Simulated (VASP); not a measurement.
# Y (Im-3m) in VASP: notebook

Runs on Y. Level: PBEsol. Tasks: single point, relaxation of cell and atoms.

All numbers are computed with VASP 6.6.1; they aren't measurements. Logs are shortened: lines on timing, memory, paths and dates and some standing lists are left out, and cuts for length are marked.

## 1. The cell of the first run

It takes space group Im-3m (No. 229, cubic). The conventional cell has a = 3.480 Å, b = 3.480 Å, c = 3.480 Å, α = 90.00°, β = 90.00°, γ = 90.00°. Within 4.0 Å of Y (site symmetry m-3m) lie 14 Y at 3.01 to 3.48 Å.

This isn't the form of Y at room conditions, which is hcp.

## 2. Single point, PBEsol

Contents of INCAR:

```
SYSTEM = Y
ALGO = Normal ; EDIFF = 1E-6
ENCUT = 520 ; GGA = PS
ISIF = 2 ; ISMEAR = -1
LASPH = .TRUE. ; LCHARG = .FALSE.
LREAL = .FALSE. ; LWAVE = .FALSE.
NBANDS = 12 ; NELM = 80
PREC = Accurate ; SIGMA = 0.05
```

Contents of KPOINTS:

```
k-points
0
G
  15 15 15
  0 0 0
```

Contents of POSCAR:

```
Y
1.0
   -1.7401923525      1.7401923525      1.7401923525
    1.7401923525     -1.7401923525      1.7401923525
    1.7401923525      1.7401923525     -1.7401923525
Y
1
Direct
    0.0000000000      0.0000000000      0.0000000000
```

Potentials or basis: VASP PAW PBE potentials, release 64 (Y_sv).

Launch:

```console
$ cat potpaw_PBE.64/Y_sv/POTCAR > POTCAR
$ mpirun -np 1 vasp_std > vasp.out
```

OUTCAR:

```text
SYSTEM = Y
   EDIFF = 1E-6
   ENCUT = 520
   GGA = PS
   ISIF = 2
   ISMEAR = -1
   LASPH = .TRUE.
   LREAL = .FALSE.
   NELM = 80
   PREC = Accurate

 ion  position               nearest neighbor table
   1  0.000  0.000  0.000-

  LATTYP: Found a body centered cubic cell.
 ALAT       =     3.4803847050

  Lattice vectors:

 A1 = (  -1.7401923525,   1.7401923525,   1.7401923525)
 A2 = (   1.7401923525,  -1.7401923525,   1.7401923525)
 A3 = (   1.7401923525,   1.7401923525,  -1.7401923525)

Analysis of symmetry for initial positions (statically):
=====================================================================
 Subroutine PRICEL returns:
 Original cell was already a primitive cell.

 Routine SETGRP: Setting up the symmetry group for a
 body centered cubic supercell.

 Subroutine GETGRP returns: Found 48 space group operations
 (whereof 48 operations were pure point group operations)
 out of a pool of 48 trial point group operations.

The static configuration has the point symmetry O_h .

Analysis of symmetry for dynamics (positions and initial velocities):
=====================================================================
 Subroutine PRICEL returns:
 Original cell was already a primitive cell.

 Routine SETGRP: Setting up the symmetry group for a
 body centered cubic supercell.

 Subroutine GETGRP returns: Found 48 space group operations
 (whereof 48 operations were pure point group operations)
 out of a pool of 48 trial point group operations.

The dynamic configuration has the point symmetry O_h .

 Subroutine INISYM returns: Found 48 space group operations
 (whereof 48 operations are pure point group operations),
 and found     1 'primitive' translations

----------------------------------------------------------------------------------------

                                     Primitive cell

  volume of cell :      21.0791

  direct lattice vectors                    reciprocal lattice vectors
    -1.740192353  1.740192353  1.740192353     0.000000000  0.287324559  0.287324559
     1.740192353 -1.740192353  1.740192353     0.287324559  0.000000000  0.287324559
     1.740192353  1.740192353 -1.740192353     0.287324559  0.287324559  0.000000000

  length of vectors
     3.014101569  3.014101569  3.014101569     0.406338288  0.406338288  0.406338288

  position of ions in fractional coordinates (direct lattice)
     0.000000000  0.000000000  0.000000000

  ion indices of the primitive-cell ions
   primitive index   ion index
                 1           1

----------------------------------------------------------------------------------------

 KPOINTS: k-points

Automatic generation of k-mesh.
 Grid dimensions read from file:
 generate k-points for:   15   15   15

 Generating k-lattice:

  Cartesian coordinates                     Fractional coordinates (reciprocal lattice)
     0.000000000  0.019154971  0.019154971     0.066666667  0.000000000  0.000000000
     0.019154971  0.000000000  0.019154971     0.000000000  0.066666667  0.000000000
     0.019154971  0.019154971  0.000000000     0.000000000  0.000000000  0.066666667

  Length of vectors
     0.027089219  0.027089219  0.027089219

  Shift w.r.t. Gamma in fractional coordinates (k-lattice)
     0.000000000  0.000000000  0.000000000

 Subroutine IBZKPT returns following result:
 ===========================================

 Found    120 irreducible k-points:

 Following reciprocal coordinates:
            Coordinates               Weight
  0.000000  0.000000  0.000000      1.000000
  0.066667  0.000000  0.000000     12.000000
  0.133333  0.000000  0.000000     12.000000
  0.200000  0.000000  0.000000     12.000000
  0.266667  0.000000  0.000000     12.000000
  0.333333  0.000000  0.000000     12.000000
[... 16 lines left out ...]
  0.333333  0.200000  0.000000     48.000000
  0.400000  0.200000  0.000000     24.000000
 [... further k-points ...]
   k-points           NKPTS =    120   k-points in BZ     NKDIM =    120   number of bands    NBANDS=     12
   number of dos      NEDOS =    301   number of ions     NIONS =      1
   total plane-waves  NPLWV =  13824
   dimension x,y,z NGX =    24 NGY =   24 NGZ =   24
   dimension x,y,z NGXF=    48 NGYF=   48 NGZF=   48
   ions per type =               1
   NGX,Y,Z   is equivalent  to a cutoff of  13.24, 13.24, 13.24 a.u.
   NGXF,Y,Z  is equivalent  to a cutoff of  26.47, 26.47, 26.47 a.u.
 SYSTEM =  Y
   PREC   = accura    normal or accurate (medium, high low for compatibility)
   ISTART =      0    job   : 0-new  1-cont  2-samecut
   ICHARG =      2    charge: 1-file 2-atom 10-const
   ISPIN  =      1    spin polarized calculation?
   LNONCOLLINEAR =      F non collinear calculations
   LSORBIT =      F    spin-orbit coupling
   LASPH  =      T    aspherical Exc in radial PAW
   ENCUT  =  520.0 eV  38.22 Ry    6.18 a.u.   5.60  5.60  5.60*2*pi/ulx,y,z
   NELM   =     80;   NELMIN=  2; NELMDL= -5     # of ELM steps
   EDIFF  = 0.1E-05   stopping-criterion for ELM
   LREAL  =      F    real-space projection
   EDIFFG = 0.1E-04   stopping-criterion for IOM
   NSW    =      0    number of steps for IOM
   IBRION =     -1    ionic relax: 0-MD 1-quasi-New 2-CG
   NFREE  =      0    steps in history (QN), initial steepest desc. (CG)
   ISIF   =      2    stress and relaxation
   ISYM   =      2    0-nonsym 1-usesym 2-fastsym
   POTIM  = 0.5000    time-step for ionic-motion
   TEBEG  =    0.0;   TEEND  =   0.0 temperature during run
   PSTRESS=    0.0 pullay stress
   NELECT =      11.0000    total number of electrons
   NUPDOWN=      -1.0000    fix difference up-down
   EMIN   =  10.00;   EMAX   =-10.00  energy-range for DOS
   EFERMI =   0.00;   METHOD = LEGACY
   ISMEAR =    -1;   SIGMA  =   0.05  broadening in eV -4-tet -1-fermi 0-gaus
   EFERMI_NEDOS =   21; number of points for ismear=-14 and -15
   IALGO  =     38    algorithm
   IMIX   =      4    mixing-type and parameters
     AMIX     =   0.40;   BMIX     =  1.00
     AMIX_MAG =   1.60;   BMIX_MAG =  1.00
  volume/ion in A,a.u.               =      21.08       142.25
  Fermi-wavevector in a.u.,A,eV,Ry     =   1.318019  2.490696 23.635703  1.737175
  Thomas-Fermi vector in A             =   2.448019
   LORBIT       =      0    0 simple, 1 ext, 2 COOP (PROOUT), +10 PAW based schemes
   GGA     = PS    functional components
   LHFCALC =     F    Hartree Fock is set to
   AEXX    =    0.0000 exact exchange contribution
   IVDW    =     0    specifies the selected vdW correction
   LEPSILON=     F    determine dielectric tensor
   LRPA    =     F    only Hartree local field effects (RPA)
 non-spin polarized calculation
  energy-cutoff  :      520.00
  volume of cell :       21.08
 maximum number of plane-waves:       586
   NGX = 11   NGY = 11   NGZ = 11

 number of electron      11.0000000 magnetization

 Free energy of the ion-electron system (eV)
  ---------------------------------------------------
  ext. energy  EPLUGINS =         0.00000000
  ---------------------------------------------------
  free energy    TOTEN  =        -6.00049751 eV

  energy without entropy =       -5.98243233  energy(sigma->0) =       -5.99146492

 E-fermi :   5.3965     XC(G=0): -11.4337

 val. band max:        5.3679025862   @ k =   0.2667   0.2667   0.2000
 cond. band min:       5.4107136482   @ k =  -0.2667   0.4000   0.0667
 fundamental gap:      0.0428110620
 Fermi energy:         5.3965448354

 k-point     1 :       0.0000    0.0000    0.0000
  band No.  band energies     occupation
      1     -36.5403      2.00000
      2     -15.4921      2.00000
      3     -15.4921      2.00000
      4     -15.4921      2.00000
      5       0.3560      2.00000
      6       7.5659      0.00000
      7       7.5659      0.00000
      8       7.5659      0.00000
      9      10.5723      0.00000
     10      10.5723      0.00000
     11      17.4018      0.00000
     12      17.4018      0.00000

 k-point     2 :       0.0667    0.0000    0.0000
  band No.  band energies     occupation
      1     -36.5235      2.00000
      2     -15.5980      2.00000
      3     -15.5212      2.00000
      4     -15.4937      2.00000
      5       0.5582      2.00000
      6       7.4115      0.00000
      7       7.5028      0.00000
      8       7.7582      0.00000
      9      10.2926      0.00000
     10      10.5513      0.00000
     11      17.6185      0.00000
     12      17.7567      0.00000

 k-point     3 :       0.1333    0.0000    0.0000
  band No.  band energies     occupation
      1     -36.4757      2.00000
      2     -15.8881      2.00000
      3     -15.6025      2.00000
      4     -15.4983      2.00000
      5       1.1141      2.00000
      6       7.0150      0.00000
      7       7.2377      0.00000
      8       8.3260      0.00000
      9       9.8951      0.00000
     10      10.5224      0.00000
     11      18.1607      0.00000
     12      18.7535      0.00000

 k-point     4 :       0.2000    0.0000    0.0000
  band No.  band energies     occupation
      1     -36.4043      2.00000
      2     -16.2932      2.00000
      3     -15.7197      2.00000
      4     -15.5051      2.00000
      5       1.8665      2.00000
      6       6.5107      0.00000
      7       6.7925      0.00000
      8       9.2417      0.00000
      9       9.8701      0.00000
     10      10.5553      0.00000
     11      18.6241      0.00000
     12      20.2526      0.00000

 k-point     5 :       0.2667    0.0000    0.0000
  band No.  band energies     occupation
      1     -36.3209      2.00000
      2     -16.7313      2.00000
      3     -15.8506      2.00000
      4     -15.5132      2.00000
      5       2.5260      2.00000
      6       6.0133      0.00001
      7       6.5639      0.00000
      8      10.1653      0.00000
      9      10.4595      0.00000
     10      10.7072      0.00000
     11      18.3088      0.00000
     12      21.1972      0.00000
[... 228 lines left out ...]
      1     -36.2203      2.00000
      2     -17.0447      2.00000
      3     -16.0763      2.00000
      4     -15.6692      2.00000
      5       3.6008      2.00000
      6       5.4642      0.41094
      7       6.1783      0.00000
      8       9.7251      0.00000
      9      11.6908      0.00000
     10      12.5977      0.00000
     11      18.3996      0.00000
     12      20.3323      0.00000

 k-point    22 :       0.2667    0.2000    0.0000
  band No.  band energies     occupation
      1     -36.1596      2.00000
      2     -17.2201      2.00000
      3     -16.2697      2.00000
      4     -15.6992      2.00000
      5       3.8364      2.00000
      6       5.3216      1.63486
      7       6.4087      0.00000
      8      10.0734      0.00000
      9      11.7685      0.00000
     10      14.0648      0.00000
     11      17.9188      0.00000
     12      19.9143      0.00000

 k-point    23 :       0.3333    0.2000    0.0000
  band No.  band energies     occupation
      1     -36.1181      2.00000
      2     -17.3246      2.00000
      3     -16.4169      2.00000
      4     -15.7149      2.00000
      5       3.7804      2.00000
      6       5.3260      1.60764
      7       6.7929      0.00000
      8      10.3863      0.00000
      9      11.8530      0.00000
     10      15.3836      0.00000
     11      17.3862      0.00000
     12      18.7002      0.00000

 k-point    24 :       0.4000    0.2000    0.0000
  band No.  band energies     occupation
      1     -36.1033      2.00000
      2     -17.3588      2.00000
      3     -16.4717      2.00000
      4     -15.7200      2.00000
      5       3.7307      2.00000
      6       5.3331      1.56136
      7       6.9822      0.00000
      8      10.4519      0.00000
      9      11.9978      0.00000
     10      16.1276      0.00000
     11      16.8411      0.00000
     12      18.2097      0.00000

 [... further k-points ...]

------------------------ aborting loop because EDIFF is reached ----------------------------------------

  FORCE on cell =-STRESS in cart. coord.  units (eV):
  Direction    XX          YY          ZZ          XY          YZ          ZX
  --------------------------------------------------------------------------------------
  -------------------------------------------------------------------------------------
  Total        3.7650628      3.7650628      3.7650628      0.0000000      0.0000000     -0.0000000
  in kB      286.1745736    286.1745736    286.1745736      0.0000000      0.0000000     -0.0000000
  external PRESSURE =     286.1745736 kB  Pullay stress =       0.0000000 kB

 VOLUME and BASIS-vectors are now :
 -----------------------------------------------------------------------------
  energy-cutoff  :      520.00
  volume of cell :       21.08
      direct lattice vectors                 reciprocal lattice vectors
    -1.740192353  1.740192353  1.740192353     0.000000000  0.287324559  0.287324559
     1.740192353 -1.740192353  1.740192353     0.287324559  0.000000000  0.287324559
     1.740192353  1.740192353 -1.740192353     0.287324559  0.287324559  0.000000000

 POSITION                                       TOTAL-FORCE (eV/Angst)
 -----------------------------------------------------------------------------------
      0.00000      0.00000      0.00000         0.000000     -0.000000      0.000000
 -----------------------------------------------------------------------------------
    total drift:                               -0.000000      0.000000      0.000000

  FREE ENERGIE OF THE ION-ELECTRON SYSTEM (eV)
  ---------------------------------------------------
  free  energy   TOTEN  =        -6.0004975052 eV

  energy  without entropy=       -5.9824323252  energy(sigma->0) =       -5.99146492
```

Run time: 13 s. Hardware: 1 thread of AMD EPYC 9R45 (Zen 5), shared host; peak memory 0.14 GiB.

Results:

```yaml
Free_energy: -6.0005 eV
Pressure: 28.6 GPa
Band_gap_on_the_k_mesh: zero (an odd number of electrons rules out a gap without spin polarisation)
```

Caveat: the cell stands under pressure; the PAW data sets were made with another functional, which shifts forces and pressure a little.

[end of part 1 of 2]
